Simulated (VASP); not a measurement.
Input of a VASP 6.6.1 run:

Contents of INCAR:

```
PREC = Accurate
ENCUT = 500
EDIFF = 1E-6
ISMEAR = -1
SIGMA = 0.05
LREAL = F
LASPH = T
NELM = 120
ALGO = Normal
ISIF = 2
LWAVE = F
LCHARG = T
LELF = T
LVHAR = T
NBANDS = 18
GGA_COMPAT = F
```

Contents of KPOINTS:

```
regular mesh
0
Gamma
  12 12 9
```

POSCAR

```
HgPt
1.0
    2.8642180253      0.0000000000      0.0000000000
    0.0000000000      2.8642180253      0.0000000000
    0.0000000000      0.0000000000      3.7773836587
Hg Pt
1 1
Direct
    0.0000000000      0.0000000000      0.0000000000
    0.5000000000      0.5000000000      0.5000000000
```

Potentials or basis: VASP PAW LDA potentials, release 64 (Hg, Pt).

Launch:

```console
$ cat potpaw_LDA.64/Hg/POTCAR potpaw_LDA.64/Pt/POTCAR > POTCAR
$ mpirun -np 1 vasp_std > vasp.out
```

**Question.** Estimate the band gap on the k mesh.

**Answer.** Zero (bands 11 and 12 overlap by 4.07 eV).

**Question.** What does it give for the pressure?

**Answer.** 21.8 GPa.

Stress tensor (GPa, compression positive):
```
21.82  0.00  0.00
 0.00 21.82  0.00
 0.00  0.00 21.65
```

Caveat: the cell stands under pressure; spin-orbit coupling is left out, which moves the levels of the heavy elements.
